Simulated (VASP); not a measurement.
# LiHF2 (R-3m) in VASP: notebook, part 2 of 2

VASP 6.6.1.

### 3 Single point, PBEsol

The input, INCAR:

```
SYSTEM = LiHF2
ALGO = Normal
EDIFF = 1E-6
ENCUT = 520
GGA = PS
ISIF = 2
ISMEAR = 0
LASPH = .TRUE.
LCHARG = .TRUE.
LELF = .TRUE.
LREAL = .FALSE.
LVHAR = .TRUE.
LWAVE = .FALSE.
NBANDS = 17
NELM = 100
PREC = Accurate
SIGMA = 0.01
```

The input, KPOINTS:

```
k-points
0
G
  10 10 10
  0 0 0
```

The input, POSCAR:

```
LiHF2
1.0
    1.4954931588      0.8634233778      4.3796035324
   -1.4954931588      0.8634233778      4.3796035324
    0.0000000000     -1.7268467556      4.3796035324
Li H F
1 1 2
Direct
    0.0000000000      0.0000000000      0.0000000000
    0.5000000000      0.5000000000      0.5000000000
    0.4131275295      0.4131275295      0.4131275295
    0.5868724705      0.5868724705      0.5868724705
```

Potentials or basis: VASP PAW PBE potentials, release 64 (Li_sv, H, F).

Command:

```sh
$ cat potpaw_PBE.64/Li_sv/POTCAR potpaw_PBE.64/H/POTCAR potpaw_PBE.64/F/POTCAR > POTCAR
$ mpirun -np 1 vasp_std > vasp.out
```

OUTCAR:

```text
SYSTEM = LiHF2
   EDIFF = 1E-6
   ENCUT = 520
   GGA = PS
   ISIF = 2
   ISMEAR = 0
   LASPH = .TRUE.
   LREAL = .FALSE.
   NELM = 100
   PREC = Accurate

 ion  position               nearest neighbor table
   1  0.000  0.000  0.000-   4 2.02   3 2.02   4 2.02   4 2.02   3 2.02   3 2.02
   2  0.500  0.500  0.500-   3 1.14   4 1.14
   3  0.413  0.413  0.413-   2 1.14   1 2.02   1 2.02   1 2.02
   4  0.587  0.587  0.587-   2 1.14   1 2.02   1 2.02   1 2.02

  LATTYP: Found a trigonal (rhomboedric) cell.
 ALAT       =     4.7077517796
 COS(alpha) =     0.7981764948

  Lattice vectors:

 A1 = (   1.4954931588,   0.8634233778,   4.3796035324)
 A2 = (  -1.4954931588,   0.8634233778,   4.3796035324)
 A3 = (   0.0000000000,  -1.7268467556,   4.3796035324)

Analysis of symmetry for initial positions (statically):
=====================================================================
 Subroutine PRICEL returns:
 Original cell was already a primitive cell.

 Routine SETGRP: Setting up the symmetry group for a
 trigonal (rhombohedral) supercell.

 Subroutine GETGRP returns: Found 12 space group operations
 (whereof 12 operations were pure point group operations)
 out of a pool of 12 trial point group operations.

The static configuration has the point symmetry D_3d.

Analysis of symmetry for dynamics (positions and initial velocities):
=====================================================================
 Subroutine PRICEL returns:
 Original cell was already a primitive cell.

 Routine SETGRP: Setting up the symmetry group for a
 trigonal (rhombohedral) supercell.

 Subroutine GETGRP returns: Found 12 space group operations
 (whereof 12 operations were pure point group operations)
 out of a pool of 12 trial point group operations.

The dynamic configuration has the point symmetry D_3d.

 Subroutine INISYM returns: Found 12 space group operations
 (whereof 12 operations are pure point group operations),
 and found     1 'primitive' translations

----------------------------------------------------------------------------------------

                                     Primitive cell

  volume of cell :      33.9308

  direct lattice vectors                    reciprocal lattice vectors
     1.495493159  0.863423378  4.379603532     0.334337872  0.193030060  0.076110390
    -1.495493159  0.863423378  4.379603532    -0.334337872  0.193030060  0.076110390
     0.000000000 -1.726846756  4.379603532     0.000000000 -0.386060121  0.076110390

  length of vectors
     4.707751780  4.707751780  4.707751780     0.393491052  0.393491052  0.393491052

  position of ions in fractional coordinates (direct lattice)
     0.000000000  0.000000000  0.000000000
     0.500000000  0.500000000  0.500000000
     0.413127530  0.413127530  0.413127530
     0.586872470  0.586872470  0.586872470

  ion indices of the primitive-cell ions
   primitive index   ion index
                 1           1
                 2           2
                 3           3
                 4           4

----------------------------------------------------------------------------------------

 KPOINTS: k-points

Automatic generation of k-mesh.
 Grid dimensions read from file:
 generate k-points for:   10   10   10

 Generating k-lattice:

  Cartesian coordinates                     Fractional coordinates (reciprocal lattice)
     0.033433787  0.019303006  0.007611039     0.100000000 -0.000000000  0.000000000
    -0.033433787  0.019303006  0.007611039    -0.000000000  0.100000000  0.000000000
     0.000000000 -0.038606012  0.007611039     0.000000000  0.000000000  0.100000000

  Length of vectors
     0.039349105  0.039349105  0.039349105

  Shift w.r.t. Gamma in fractional coordinates (k-lattice)
     0.000000000  0.000000000  0.000000000

 Subroutine IBZKPT returns following result:
 ===========================================

 Found    116 irreducible k-points:

 Following reciprocal coordinates:
            Coordinates               Weight
  0.000000  0.000000  0.000000      1.000000
  0.100000  0.000000  0.000000      6.000000
  0.200000  0.000000  0.000000      6.000000
  0.300000 -0.000000  0.000000      6.000000
  0.400000  0.000000 -0.000000      6.000000
  0.500000 -0.000000 -0.000000      3.000000
[... 16 lines left out ...]
  0.300000  0.300000  0.000000      6.000000
  0.400000  0.300000  0.000000     12.000000
 [... further k-points ...]
   k-points           NKPTS =    116   k-points in BZ     NKDIM =    116   number of bands    NBANDS=     17
   number of dos      NEDOS =    301   number of ions     NIONS =      4
   total plane-waves  NPLWV =  46656
   dimension x,y,z NGX =    36 NGY =   36 NGZ =   36
   dimension x,y,z NGXF=    72 NGYF=   72 NGZF=   72
   ions per type =               1   1   2
   NGX,Y,Z   is equivalent  to a cutoff of  12.71, 12.71, 12.71 a.u.
   NGXF,Y,Z  is equivalent  to a cutoff of  25.43, 25.43, 25.43 a.u.
 SYSTEM =  LiHF2
   PREC   = accura    normal or accurate (medium, high low for compatibility)
   ISTART =      0    job   : 0-new  1-cont  2-samecut
   ICHARG =      2    charge: 1-file 2-atom 10-const
   ISPIN  =      1    spin polarized calculation?
   LNONCOLLINEAR =      F non collinear calculations
   LSORBIT =      F    spin-orbit coupling
   LASPH  =      T    aspherical Exc in radial PAW
   ENCUT  =  520.0 eV  38.22 Ry    6.18 a.u.   8.75  8.75  8.75*2*pi/ulx,y,z
   NELM   =    100;   NELMIN=  2; NELMDL= -5     # of ELM steps
   EDIFF  = 0.1E-05   stopping-criterion for ELM
   LREAL  =      F    real-space projection
   EDIFFG = 0.1E-04   stopping-criterion for IOM
   NSW    =      0    number of steps for IOM
   IBRION =     -1    ionic relax: 0-MD 1-quasi-New 2-CG
   NFREE  =      0    steps in history (QN), initial steepest desc. (CG)
   ISIF   =      2    stress and relaxation
   ISYM   =      2    0-nonsym 1-usesym 2-fastsym
   POTIM  = 0.5000    time-step for ionic-motion
   TEBEG  =    0.0;   TEEND  =   0.0 temperature during run
   PSTRESS=    0.0 pullay stress
   NELECT =      18.0000    total number of electrons
   NUPDOWN=      -1.0000    fix difference up-down
   EMIN   =  10.00;   EMAX   =-10.00  energy-range for DOS
   EFERMI =   0.00;   METHOD = LEGACY
   ISMEAR =     0;   SIGMA  =   0.01  broadening in eV -4-tet -1-fermi 0-gaus
   EFERMI_NEDOS =   21; number of points for ismear=-14 and -15
   IALGO  =     38    algorithm
   IMIX   =      4    mixing-type and parameters
     AMIX     =   0.40;   BMIX     =  1.00
     AMIX_MAG =   1.60;   BMIX_MAG =  1.00
  volume/ion in A,a.u.               =       8.48        57.24
  Fermi-wavevector in a.u.,A,eV,Ry     =   1.325259  2.504377 23.896083  1.756313
  Thomas-Fermi vector in A             =   2.454733
   LORBIT       =      0    0 simple, 1 ext, 2 COOP (PROOUT), +10 PAW based schemes
   GGA     = PS    functional components
   LHFCALC =     F    Hartree Fock is set to
   AEXX    =    0.0000 exact exchange contribution
   IVDW    =     0    specifies the selected vdW correction
   LEPSILON=     F    determine dielectric tensor
   LRPA    =     F    only Hartree local field effects (RPA)
 non-spin polarized calculation
 Gauss-broadening in eV      SIGMA  =   0.01
  energy-cutoff  :      520.00
  volume of cell :       33.93
 maximum number of plane-waves:       940
   NGX = 17   NGY = 17   NGZ = 17

 number of electron      17.9999997 magnetization

 Free energy of the ion-electron system (eV)
  ---------------------------------------------------
  ext. energy  EPLUGINS =         0.00000000
  ---------------------------------------------------
  free energy    TOTEN  =       -18.60393289 eV

  energy without entropy =      -18.60393289  energy(sigma->0) =      -18.60393289

 E-fermi :  -2.8676     XC(G=0):  -9.2397

 val. band max:       -2.9245663878   @ k =   0.5000   0.5000   0.5000
 cond. band min:       5.1693364219   @ k =   0.0000   0.0000   0.0000
 fundamental gap:      8.0939028096
 Fermi energy:        -2.8676340590

 k-point     1 :       0.0000    0.0000    0.0000
  band No.  band energies     occupation
      1     -42.8168      2.00000
      2     -23.8304      2.00000
      3     -22.3725      2.00000
      4      -8.5602      2.00000
      5      -3.3335      2.00000
      6      -3.3335      2.00000
[... 457 lines left out ...]
      4      -7.8435      2.00000
      5      -4.9794      2.00000
      6      -4.2383      2.00000
[... 9 lines left out ...]
     16      16.5221      0.00000
     17      20.3156      0.00000

 [... further k-points ...]

------------------------ aborting loop because EDIFF is reached ----------------------------------------

  FORCE on cell =-STRESS in cart. coord.  units (eV):
  Direction    XX          YY          ZZ          XY          YZ          ZX
  --------------------------------------------------------------------------------------
  -------------------------------------------------------------------------------------
  Total       -0.1013261     -0.1013261      0.0886571     -0.0000000     -0.0000000      0.0000000
  in kB       -4.7845140     -4.7845140      4.1862938     -0.0000000     -0.0000000      0.0000000
  external PRESSURE =      -1.7942447 kB  Pullay stress =       0.0000000 kB

 VOLUME and BASIS-vectors are now :
 -----------------------------------------------------------------------------
  energy-cutoff  :      520.00
  volume of cell :       33.93
      direct lattice vectors                 reciprocal lattice vectors
     1.495493159  0.863423378  4.379603532     0.334337872  0.193030060  0.076110390
    -1.495493159  0.863423378  4.379603532    -0.334337872  0.193030060  0.076110390
     0.000000000 -1.726846756  4.379603532     0.000000000 -0.386060121  0.076110390

 POSITION                                       TOTAL-FORCE (eV/Angst)
 -----------------------------------------------------------------------------------
      0.00000      0.00000      0.00000         0.000000     -0.000000     -0.000000
      0.00000      0.00000      6.56941        -0.000000      0.000000     -0.000000
      0.00000      0.00000      5.42800        -0.000000     -0.000000     -0.062410
      0.00000      0.00000      7.71081        -0.000000     -0.000000      0.062410
 -----------------------------------------------------------------------------------
    total drift:                                0.000000     -0.000000     -0.000000

  FREE ENERGIE OF THE ION-ELECTRON SYSTEM (eV)
  ---------------------------------------------------
  free  energy   TOTEN  =       -18.6039328887 eV

  energy  without entropy=      -18.6039328887  energy(sigma->0) =      -18.60393289
```

Wall time 71 s (1 thread of Intel Xeon Platinum 8375C at 2.90GHz (Ice Lake), shared host); peak memory 0.22 GiB.

Results:

- Free energy: -18.6039 eV
- Largest force: 0.062 eV/Å
- Band gap on the k mesh: 8.09 eV, indirect (least direct gap 8.30 eV)

Forces in eV/Å, atoms in the order of the input:
```
Li   0.000  0.000  0.000
H    0.000  0.000  0.000
F    0.000  0.000 -0.062
F    0.000  0.000  0.062
```

Caveat: the cutoff is under 1.25 times the usual one of these potentials, so pressure, stress and relaxed cells hold a basis-set (Pulay) error; the PAW data sets were made with another functional, which shifts forces and pressure a little.
